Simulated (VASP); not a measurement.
Write the native input for VASP 6.6.1 that does the following.

| Property | Result |
| --- | --- |
| Task | single point |
| Functional | PBE |
| Potentials or basis | VASP PAW PBE potentials, release 64 (H, Si, F) |
| Cutoff | 520 eV |
| k mesh | 2 × 2 × 1 |
| Occupations | fermi-dirac, width 0.02 eV |
| Spin | collinear spin |
| Starting moments | [0.0, 0.0, 0.0, 0.0, 0.0, 0.0, 0.0, 0.0, 0.0, 0.0, 0.0, 0.0, 0.0, 0.0, 0.0, 0.0, 0.0, -0.23, 0.23, 0.23, 0.0] μB |
| Dipole correction | no |
| Further INCAR settings | LREAL = Auto; ALGO = Normal; EDIFF = 1e-07; NBANDS = 58 |

The structure of Si16H4F lies in POSCAR:

```
Si16H4F
1.0
    7.6791800000      0.0000000000      0.0000000000
    3.8395900000      6.6503650000      0.0000000000
    0.0000000000      0.0000000000     17.4187650000
H Si F
4 16 1
Direct
    0.1666666792      0.1666666416      0.0574093514
    0.6666666792      0.1666666416      0.0574093514
    0.1666666416      0.6666667168      0.0574093514
    0.6666666416      0.6666667168      0.0574093514
    0.1666666792      0.1666666416      0.1435233784
    0.6666666792      0.1666666416      0.1435233784
    0.1666666416      0.6666667168      0.1435233784
    0.6666666416      0.6666667168      0.1435233784
   -0.1636174658      0.3258816621      0.1887107381
    0.3386514088      0.3255092014      0.1904424912
   -0.1637823389      0.8275852528      0.1894049894
    0.3311593794      0.8383596991      0.1876289163
   -0.2585387411      0.5153832910      0.3496183570
    0.2467763290      0.5122031648      0.3492061578
   -0.2568929993      1.0341316604      0.3634205984
    0.2824975349      0.9444809420      0.3160131043
   -0.0737407902      0.1801777797      0.3143620113
    0.4093153010      0.1747012382      0.3170031859
   -0.0995004351      0.7029247267      0.3214688871
    0.4185867952      0.6633858442      0.4033169401
    0.7409421140      1.0692420642      0.4561755096
```

These files were run (other wordings do the same):

INCAR

```
PREC = Accurate
ENCUT = 520
EDIFF = 1E-7
ISMEAR = -1
SIGMA = 0.02
LREAL = Auto
LASPH = T
NELM = 150
ALGO = Normal
ISIF = 2
LWAVE = F
LCHARG = T
ISPIN = 2
MAGMOM = 0 0 0 0 0 0 0 0 0 0 0 0 0 0 0 0 0 -0.23 0.23 0.23 0
LORBIT = 11
GGA = PE
LELF = T
LVHAR = T
NBANDS = 58
```

KPOINTS

```
regular mesh
0
Gamma
  2 2 1
```

Potentials or basis: VASP PAW PBE potentials, release 64 (H, Si, F).

The run is started by

```bash
$ cat potpaw_PBE.64/H/POTCAR potpaw_PBE.64/Si/POTCAR potpaw_PBE.64/F/POTCAR > POTCAR
$ mpirun -np 1 vasp_std > vasp.out
```

Results of the run:

```json
{
 "Largest force": "0.793 eV/Å",
 "Net moment": "0.00 μB per cell",
 "Valence electrons inside the program's atomic spheres": "H 0.57; Si 1.72, 1.70, 1.69, 1.67, 1.68, 1.71, 1.63, 1.64 (each value once); F 6.12"
}
```

Caveat: the k points lie up to 0.47 Å⁻¹ apart; there is no dipole correction, which matters where the two faces differ.

Wall time 13 min on 1 thread of Intel(R) Xeon(R) 6975P-C (Granite Rapids), on a shared host, peak memory 1.5 GiB.
